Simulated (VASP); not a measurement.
# AlN (Fm-3m) in VASP: single point with RPBE

Aim: the single point of AlN with RPBE.

All numbers are computed with VASP 6.6.1; they aren't measurements. Logs are shortened: lines on timing, memory, paths and dates and some standing lists are left out, and cuts for length are marked.

## (1) The cell of the first run

Symmetry: Fm-3m, No. 225, cubic system. Conventional cell: a = 3.938 Å, b = 3.938 Å, c = 3.938 Å, α = 90.00°, β = 90.00°, γ = 90.00°. Within 2.6 Å of Al (site symmetry m-3m) lie 6 N at 1.97 Å. N (site symmetry m-3m) has 6 Al at 1.97 Å within 2.6 Å.

## (2) Single point, RPBE

The input, INCAR:

```
SYSTEM = AlN
ALGO = Normal
EDIFF = 1E-6
ENCUT = 600
GGA = RP
GGA_COMPAT = .False.
ISIF = 2
ISMEAR = 0
LASPH = .True.
LCHARG = .True.
LELF = .True.
LREAL = .False.
LVHAR = .True.
LWAVE = .False.
NBANDS = 11
NELM = 120
PREC = Accurate
SIGMA = 0.01
```

The input, KPOINTS:

```
k-points
0
Gamma
  8 8 8
  0 0 0
```

The input, POSCAR:

```
AlN
1.0
    0.0000000000      1.9690000000      1.9690000000
    1.9690000000      0.0000000000      1.9690000000
    1.9690000000      1.9690000000      0.0000000000
Al N
1 1
Direct
    0.0000000000      0.0000000000      0.0000000000
    0.5000000000      0.5000000000      0.5000000000
```

Potentials or basis: VASP PAW PBE potentials, release 64 (Al, N).

The run is started by

```bash
$ cat potpaw_PBE.64/Al/POTCAR potpaw_PBE.64/N/POTCAR > POTCAR
$ mpirun -np 1 vasp_std > vasp.out
```

OUTCAR:

```text
SYSTEM = AlN
   EDIFF = 1E-6
   ENCUT = 600
   GGA = RP
   ISIF = 2
   ISMEAR = 0
   LASPH = .True.
   LREAL = .False.
   NELM = 120
   PREC = Accurate

 ion  position               nearest neighbor table
   1  0.000  0.000  0.000-   2 1.97   2 1.97   2 1.97   2 1.97   2 1.97   2 1.97
   2  0.500  0.500  0.500-   1 1.97   1 1.97   1 1.97   1 1.97   1 1.97   1 1.97

  LATTYP: Found a face centered cubic cell.
 ALAT       =     3.9380000000

  Lattice vectors:

 A1 = (   0.0000000000,   1.9690000000,   1.9690000000)
 A2 = (   1.9690000000,   0.0000000000,   1.9690000000)
 A3 = (   1.9690000000,   1.9690000000,   0.0000000000)

Analysis of symmetry for initial positions (statically):
=====================================================================
 Subroutine PRICEL returns:
 Original cell was already a primitive cell.

 Routine SETGRP: Setting up the symmetry group for a
 face centered cubic supercell.

 Subroutine GETGRP returns: Found 48 space group operations
 (whereof 48 operations were pure point group operations)
 out of a pool of 48 trial point group operations.

The static configuration has the point symmetry O_h .

Analysis of symmetry for dynamics (positions and initial velocities):
=====================================================================
 Subroutine PRICEL returns:
 Original cell was already a primitive cell.

 Routine SETGRP: Setting up the symmetry group for a
 face centered cubic supercell.

 Subroutine GETGRP returns: Found 48 space group operations
 (whereof 48 operations were pure point group operations)
 out of a pool of 48 trial point group operations.

The dynamic configuration has the point symmetry O_h .

 Subroutine INISYM returns: Found 48 space group operations
 (whereof 48 operations are pure point group operations),
 and found     1 'primitive' translations

----------------------------------------------------------------------------------------

                                     Primitive cell

  volume of cell :      15.2675

  direct lattice vectors                    reciprocal lattice vectors
     0.000000000  1.969000000  1.969000000    -0.253936008  0.253936008  0.253936008
     1.969000000  0.000000000  1.969000000     0.253936008 -0.253936008  0.253936008
     1.969000000  1.969000000  0.000000000     0.253936008  0.253936008 -0.253936008

  length of vectors
     2.784586504  2.784586504  2.784586504     0.439830068  0.439830068  0.439830068

  position of ions in fractional coordinates (direct lattice)
     0.000000000  0.000000000  0.000000000
     0.500000000  0.500000000  0.500000000

  ion indices of the primitive-cell ions
   primitive index   ion index
                 1           1
                 2           2

----------------------------------------------------------------------------------------

 KPOINTS: k-points

Automatic generation of k-mesh.
 Grid dimensions read from file:
 generate k-points for:    8    8    8

 Generating k-lattice:

  Cartesian coordinates                     Fractional coordinates (reciprocal lattice)
    -0.031742001  0.031742001  0.031742001     0.125000000  0.000000000  0.000000000
     0.031742001 -0.031742001  0.031742001     0.000000000  0.125000000  0.000000000
     0.031742001  0.031742001 -0.031742001     0.000000000  0.000000000  0.125000000

  Length of vectors
     0.054978758  0.054978758  0.054978758

  Shift w.r.t. Gamma in fractional coordinates (k-lattice)
     0.000000000  0.000000000  0.000000000

 Subroutine IBZKPT returns following result:
 ===========================================

 Found     29 irreducible k-points:

 Following reciprocal coordinates:
            Coordinates               Weight
  0.000000  0.000000  0.000000      1.000000
  0.125000  0.000000  0.000000      8.000000
  0.250000  0.000000  0.000000      8.000000
  0.375000  0.000000  0.000000      8.000000
  0.500000  0.000000  0.000000      4.000000
  0.125000  0.125000  0.000000      6.000000
[... 16 lines left out ...]
  0.500000  0.250000  0.125000     48.000000
 -0.375000  0.250000  0.125000     24.000000
 [... further k-points ...]
   k-points           NKPTS =     29   k-points in BZ     NKDIM =     29   number of bands    NBANDS=     11
   number of dos      NEDOS =    301   number of ions     NIONS =      2
   total plane-waves  NPLWV =  13824
   dimension x,y,z NGX =    24 NGY =   24 NGZ =   24
   dimension x,y,z NGXF=    48 NGYF=   48 NGZF=   48
   ions per type =               1   1
   NGX,Y,Z   is equivalent  to a cutoff of  14.33, 14.33, 14.33 a.u.
   NGXF,Y,Z  is equivalent  to a cutoff of  28.66, 28.66, 28.66 a.u.
 SYSTEM =  AlN
   PREC   = accura    normal or accurate (medium, high low for compatibility)
   ISTART =      0    job   : 0-new  1-cont  2-samecut
   ICHARG =      2    charge: 1-file 2-atom 10-const
   ISPIN  =      1    spin polarized calculation?
   LNONCOLLINEAR =      F non collinear calculations
   LSORBIT =      F    spin-orbit coupling
   LASPH  =      T    aspherical Exc in radial PAW
   ENCUT  =  600.0 eV  44.10 Ry    6.64 a.u.   5.56  5.56  5.56*2*pi/ulx,y,z
   NELM   =    120;   NELMIN=  2; NELMDL= -5     # of ELM steps
   EDIFF  = 0.1E-05   stopping-criterion for ELM
   LREAL  =      F    real-space projection
   EDIFFG = 0.1E-04   stopping-criterion for IOM
   NSW    =      0    number of steps for IOM
   IBRION =     -1    ionic relax: 0-MD 1-quasi-New 2-CG
   NFREE  =      0    steps in history (QN), initial steepest desc. (CG)
   ISIF   =      2    stress and relaxation
   ISYM   =      2    0-nonsym 1-usesym 2-fastsym
   POTIM  = 0.5000    time-step for ionic-motion
   TEBEG  =    0.0;   TEEND  =   0.0 temperature during run
   PSTRESS=    0.0 pullay stress
   NELECT =       8.0000    total number of electrons
   NUPDOWN=      -1.0000    fix difference up-down
   EMIN   =  10.00;   EMAX   =-10.00  energy-range for DOS
   EFERMI =   0.00;   METHOD = LEGACY
   ISMEAR =     0;   SIGMA  =   0.01  broadening in eV -4-tet -1-fermi 0-gaus
   EFERMI_NEDOS =   21; number of points for ismear=-14 and -15
   IALGO  =     38    algorithm
   IMIX   =      4    mixing-type and parameters
     AMIX     =   0.40;   BMIX     =  1.00
     AMIX_MAG =   1.60;   BMIX_MAG =  1.00
  volume/ion in A,a.u.               =       7.63        51.51
  Fermi-wavevector in a.u.,A,eV,Ry     =   1.319823  2.494104 23.700443  1.741933
  Thomas-Fermi vector in A             =   2.449694
   LORBIT       =      0    0 simple, 1 ext, 2 COOP (PROOUT), +10 PAW based schemes
   GGA     = RP    functional components
   LHFCALC =     F    Hartree Fock is set to
   AEXX    =    0.0000 exact exchange contribution
   IVDW    =     0    specifies the selected vdW correction
   LEPSILON=     F    determine dielectric tensor
   LRPA    =     F    only Hartree local field effects (RPA)
 non-spin polarized calculation
 Gauss-broadening in eV      SIGMA  =   0.01
  energy-cutoff  :      600.00
  volume of cell :       15.27
 maximum number of plane-waves:       531
 NGX is ok and might be reduce to    24
   NGX = 11   NGY = 11   NGZ = 11

 number of electron       8.0000000 magnetization

 Free energy of the ion-electron system (eV)
  ---------------------------------------------------
  ext. energy  EPLUGINS =         0.00000000
  ---------------------------------------------------
  free energy    TOTEN  =       -13.60039587 eV

  energy without entropy =      -13.60039587  energy(sigma->0) =      -13.60039587

 E-fermi :  11.1906     XC(G=0): -12.5689

 val. band max:       11.1396542454   @ k =   0.0000   0.0000   0.0000
 cond. band min:      16.3001987263   @ k =   0.5000   0.5000   0.0000
 fundamental gap:      5.1605444809
 Fermi energy:        11.1906004441

 k-point     1 :       0.0000    0.0000    0.0000
  band No.  band energies     occupation
      1      -7.2038      2.00000
      2      11.1397      2.00000
      3      11.1397      2.00000
      4      11.1397      2.00000
      5      18.0245      0.00000
      6      23.5663      0.00000
      7      23.5663      0.00000
      8      23.5663      0.00000
      9      28.9155      0.00000
     10      29.5087      0.00000
     11      29.5087      0.00000

 k-point     2 :       0.1250    0.0000    0.0000
  band No.  band energies     occupation
      1      -6.8610      2.00000
      2       9.6119      2.00000
      3      10.9246      2.00000
      4      10.9246      2.00000
      5      18.7982      0.00000
      6      22.4494      0.00000
      7      24.0618      0.00000
      8      24.0618      0.00000
      9      27.8671      0.00000
     10      27.8671      0.00000
     11      30.5778      0.00000

 k-point     3 :       0.2500    0.0000    0.0000
  band No.  band energies     occupation
      1      -5.8822      2.00000
      2       6.6109      2.00000
      3      10.4599      2.00000
      4      10.4599      2.00000
      5      18.7378      0.00000
      6      23.0581      0.00000
      7      24.0890      0.00000
      8      24.0890      0.00000
      9      28.0548      0.00000
     10      28.0548      0.00000
     11      29.6342      0.00000
[... 267 lines left out ...]
 k-point    23 :       0.5000    0.2500    0.1250
  band No.  band energies     occupation
      1      -3.8290      2.00000
      2       4.3240      2.00000
      3       7.3744      2.00000
      4       9.2506      2.00000
      5      20.0741      0.00000
      6      21.0696      0.00000
      7      22.7224      0.00000
      8      25.4047      0.00000
      9      29.0521      0.00000
     10      32.3377      0.00000
     11      34.3416      0.00000

 k-point    24 :      -0.3750    0.2500    0.1250
  band No.  band energies     occupation
      1      -3.1003      2.00000
      2       3.2470      2.00000
      3       7.1396      2.00000
      4       8.9716      2.00000
      5      20.1482      0.00000
      6      20.4830      0.00000
      7      24.3339      0.00000
      8      24.8596      0.00000
      9      30.2299      0.00000
     10      31.4315      0.00000
     11      34.7240      0.00000

 [... further k-points ...]

------------------------ aborting loop because EDIFF is reached ----------------------------------------

  FORCE on cell =-STRESS in cart. coord.  units (eV):
  Direction    XX          YY          ZZ          XY          YZ          ZX
  --------------------------------------------------------------------------------------
  -------------------------------------------------------------------------------------
  Total        3.3226869      3.3226869      3.3226869      0.0000000      0.0000000     -0.0000000
  in kB      348.6846774    348.6846774    348.6846774      0.0000000      0.0000000     -0.0000000
  external PRESSURE =     348.6846774 kB  Pullay stress =       0.0000000 kB

 VOLUME and BASIS-vectors are now :
 -----------------------------------------------------------------------------
  energy-cutoff  :      600.00
  volume of cell :       15.27
      direct lattice vectors                 reciprocal lattice vectors
     0.000000000  1.969000000  1.969000000    -0.253936008  0.253936008  0.253936008
     1.969000000  0.000000000  1.969000000     0.253936008 -0.253936008  0.253936008
     1.969000000  1.969000000  0.000000000     0.253936008  0.253936008 -0.253936008

 POSITION                                       TOTAL-FORCE (eV/Angst)
 -----------------------------------------------------------------------------------
      0.00000      0.00000      0.00000        -0.000000      0.000000     -0.000000
      1.96900      1.96900      1.96900         0.000000     -0.000000      0.000000
 -----------------------------------------------------------------------------------
    total drift:                               -0.000000     -0.000000      0.000000

  FREE ENERGIE OF THE ION-ELECTRON SYSTEM (eV)
  ---------------------------------------------------
  free  energy   TOTEN  =       -13.6003958681 eV

  energy  without entropy=      -13.6003958681  energy(sigma->0) =      -13.60039587
```

Run time: 2.9 s. Hardware: 1 thread of Intel Xeon 6975P-C (Granite Rapids), shared host; peak memory 0.13 GiB.

What came out:

- Free energy: -13.6004 eV
- Pressure: 34.9 GPa
- Band gap on the k mesh: 5.16 eV (least direct gap 6.88 eV)

Levels at points of the mesh, in eV from the valence-band top:
```tsv
k point	band 1	band 2	band 3	band 4	band 5	band 6	band 7	band 8	band 9
(0.00, 0.00, 0.00)	-18.34	0.00	0.00	0.00	6.88	12.43	12.43	12.43	17.78
(0.50, 0.00, 0.00)	-14.79	-8.81	-1.24	-1.24	6.66	11.74	11.74	14.61	17.12
(0.50, 0.50, 0.00)	-13.70	-7.93	-3.01	-3.01	5.16	5.51	15.13	18.68	18.68
```

Caveat: the cell stands under pressure; the PAW data sets were made with another functional, which shifts forces and pressure a little.
